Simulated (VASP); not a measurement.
## Re: single point with r2SCAN

Crystal: Re.

```
CELL_PARAMETERS angstrom
2.56094 0.00000 0.00000
0.00000 2.56094 0.00000
0.00000 0.00000 2.56094
ATOMIC_POSITIONS crystal
Re 0.00000 0.00000 0.00000
```

```json
{
 "Program": "VASP 6.6.1",
 "Task": "single point",
 "Functional": "r2SCAN",
 "Potentials or basis": "VASP PAW PBE potentials, release 64 (Re)",
 "Cutoff": "520 eV",
 "k mesh": "10 × 10 × 10",
 "Occupations": "methfessel-paxton, width 0.05 eV",
 "Spin": "no spin polarisation",
 "Dipole correction": "no",
 "Further INCAR settings": "ALGO = Normal; EDIFF = 1e-07; NBANDS = 10"
}
```

```json
{"Pressure": "-1.0 GPa"}
```

Levels at points of the mesh, in eV from the Fermi level:
```tsv
k point	band 1	band 2	band 3	band 4	band 5	band 6	band 7	band 8
(0.00, 0.00, 0.00)	-9.72	-5.85	-5.85	3.75	3.75	3.75	16.38	16.38
(0.50, 0.00, 0.00)	-6.19	-4.85	-1.04	-0.06	-0.06	4.15	8.80	15.80
(0.50, 0.50, 0.00)	-6.71	-4.18	0.69	0.69	4.90	4.90	6.33	14.76
(0.50, 0.50, 0.50)	-5.08	-5.08	-5.08	6.61	6.61	8.70	12.27	12.27
```

It took 31 s on 1 thread of Intel(R) Xeon(R) Platinum 8259CL CPU @ 2.50GHz (Skylake/Cascade Lake), with other jobs on the host, peak memory 0.13 GiB.

Caveat: the PAW data sets were made with another functional, which shifts forces and pressure a little; spin-orbit coupling is left out, which moves the levels of the heavy elements.
